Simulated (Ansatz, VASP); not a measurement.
## Ga7AgAs8 in VASP and in Ansatz

```
Ag Ga As
1.0
     0.00000    5.60338   -5.60338
     5.60338    5.60338    0.00000
     5.60338    0.00000   -5.60338
Ag Ga As
1 7 8
Direct
  0.49740 0.00031 0.50216
  0.49984 0.49903 0.50257
  0.99730 0.00133 0.50261
  0.99741 0.49967 0.50243
  0.50000 0.00132 0.00038
  0.50022 0.49868 0.00047
  0.99764 0.00107 0.00083
  0.99878 0.50016 0.00158
  0.12395 0.12486 0.12666
  0.12414 0.62515 0.12654
  0.62488 0.12599 0.12353
  0.62349 0.62530 0.12659
  0.11889 0.12693 0.62812
  0.12380 0.62538 0.62623
  0.62451 0.12632 0.62767
  0.62462 0.62173 0.62781
```

Alike in both runs: functional LDA; k mesh 3 × 3 × 3; occupations gaussian, width 0.02 eV; no spin polarisation.

Ansatz relaxed the structure, and its values are those at the end. VASP's run is a single point on that final structure, the one shown.

|  | VASP | Ansatz |
| --- | --- | --- |
| version | VASP 6.6.1 | Ansatz 0.2.0 |
| potentials or method | VASP PAW LDA potentials, release 64 (Ag, Ga_d, As), cutoff 520 eV | scalar-relativistic, plane waves, PAW |
| valence electrons in the cell | 142 | 230 |

|  | VASP | Ansatz | Ansatz less VASP |
| --- | --- | --- | --- |
| gap on the k mesh at the Fermi level (eV) | none | none | - |
| rms of the force components (eV/Å) | 0.004 | 0.004 | +0.0007 |

LDA's correlation is that of Perdew and Zunger in VASP and of Perdew and Wang (1992) in Ansatz. A gap of «none» marks a metal or a gap that the smearing closes. VASP's potentials hold 142 valence electrons a cell and Ansatz's 230, so a difference there can come from the potentials and not from the codes.
